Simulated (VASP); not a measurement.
Set up this calculation in VASP 6.6.1, as the native input.

- Task: single point
- Functional: PBE
- Potentials or basis: VASP PAW PBE potentials, release 64 (Ir, O)
- Cutoff: 520 eV
- k mesh: 10 × 10 × 1
- Occupations: gaussian, width 0.1 eV
- Spin: no spin polarisation
- Dipole correction: yes
- Further INCAR settings: ALGO = Normal; EDIFF = 1e-06; NBANDS = 24

The structure of Ir3O lies in POSCAR:

```
Ir3O
1.0
    2.7367600872      0.0000000000      0.0000000000
    0.0000000000      2.7367600872      0.0000000000
    0.0000000000      0.0000000000     19.1883373425
Ir O
3 1
Direct
    0.5000000000      0.5000000000      0.2084599582
    0.0000000000      0.0000000000      0.3045662601
    0.5000000000      0.5000000000      0.4006776202
    0.5000000000      0.5000000000      0.4915076428
```

One way to write it, as run:

INCAR

```
SYSTEM = Ir3O
  PREC = Accurate
  ENCUT = 520
  EDIFF = 1E-6
  ISMEAR = 0
  SIGMA = 0.1
  LREAL = .FALSE.
  LASPH = .TRUE.
  NELM = 80
  ALGO = Normal
  ISIF = 2
  LWAVE = .FALSE.
  LCHARG = .FALSE.
  LDIPOL = .TRUE.
  IDIPOL = 3
  DIPOL = 0.5 0.5 0.351
  GGA = PE
  NBANDS = 24
```

KPOINTS

```
Automatic mesh
0
G
  10 10 1
  0 0 0
```

Potentials or basis: VASP PAW PBE potentials, release 64 (Ir, O).

Launch:

```sh
$ cat potpaw_PBE.64/Ir/POTCAR potpaw_PBE.64/O/POTCAR > POTCAR
$ mpirun -np 1 vasp_std > vasp.out
```

It gave:

```yaml
Largest_force: 0.779 eV/Å
Band_gap_on_the_k_mesh: zero (an odd number of electrons rules out a gap without spin polarisation)
```

Caveat: spin-orbit coupling is left out, which moves the levels of the heavy elements; an odd number of electrons without spin polarisation forces a metal; a magnetic or distorted state may lie lower.

Wall time 2.7 min on 1 thread of Intel Xeon 8259CL, with other jobs on the host, peak memory 0.26 GiB.
